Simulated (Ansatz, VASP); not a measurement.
# CuH2: VASP beside Ansatz

The input INCAR:

```
SYSTEM = CuH2
PREC = Accurate
ENCUT = 600
EDIFF = 1E-7
ISMEAR = 0
SIGMA = 0.1
LREAL = .False.
LASPH = .True.
NELM = 100
ALGO = Normal
ISIF = 3
LWAVE = .False.
LCHARG = .False.
GGA = PE
IBRION = 2
NSW = 100
EDIFFG = -0.01
```

KPOINTS

```
Automatic mesh
0
Gamma
  21 21 10
  0 0 0
```

The input POSCAR:

```
CuH2
1.0
    2.5391652038      0.0000000000      0.0000000000
   -1.2695826019      2.1989815709      0.0000000000
    0.0000000000      0.0000000000      4.8326754739
Cu H
1 2
Direct
    0.0000000000      0.0000000000      0.0000000000
    0.3333333333      0.6666666667      0.2114830241
    0.3333333333      0.6666666667      0.7885169759
```

Input for Ansatz:

```yaml
crystal:
  lattice:
    - [2.5391652038, 0.0, 0.0]
    - [-1.2695826019, 2.1989815709, 0.0]
    - [0.0, 0.0, 4.8326754739]
  atoms:
    - { symbol: Cu, position: [0.0, 0.0, 0.0] }
    - { symbol: H, position: [0.3333333333, 0.6666666667, 0.2114830241] }
    - { symbol: H, position: [0.3333333333, 0.6666666667, 0.7885169759] }
basis:
  ecutwfc: 420
kpoints:
  mp_grid: { grid: [21, 21, 10] }
hamiltonian:
  xc: pbe
scf:
  occupations: { method: gaussian, width: 0.1 }
output:
  forces: true
  stress: true
  eigenvalues: true
  write_density: true
  write_potential: true
  elf: true
  volumetric_format: npy
relax:
  adjacent_minimum: "off"
  f_tol: 0.01
  max_steps: 80
  cell: { stress_tol: 0.05 }
```

Change from the starting cell: ordered vacancies on the cation sites of tungsten carbide (P-6m2, No. 187).

Alike in both runs: task relaxation of cell and atoms; functional PBE; k mesh 21 × 21 × 10; occupations gaussian, width 0.1 eV; no spin polarisation.

|  | VASP | Ansatz |
| --- | --- | --- |
| version | VASP 6.6.1 | Ansatz 0.2.0 |
| potentials or method | VASP PAW PBE potentials, release 64 (Cu, H), cutoff 600 eV | scalar-relativistic, plane waves, PAW |
| valence electrons in the cell | 13 | 21 |

```tsv
	VASP	Ansatz	Ansatz less VASP
gap on the k mesh at the Fermi level, each at its own relaxed structure (eV)	none	none	-
relaxed volume (Å³/atom)	8.99	8.96	-0.036
relaxed cell length with the largest relative difference (Å)	4.833	4.826	-0.0066
```

A gap of «none» marks a metal or a gap that the smearing closes. VASP's potentials hold 13 valence electrons a cell and Ansatz's 21, so a difference there can come from the potentials and not from the codes.

Noted on VASP's run: the relaxation stopped at its first step, so nothing moved.
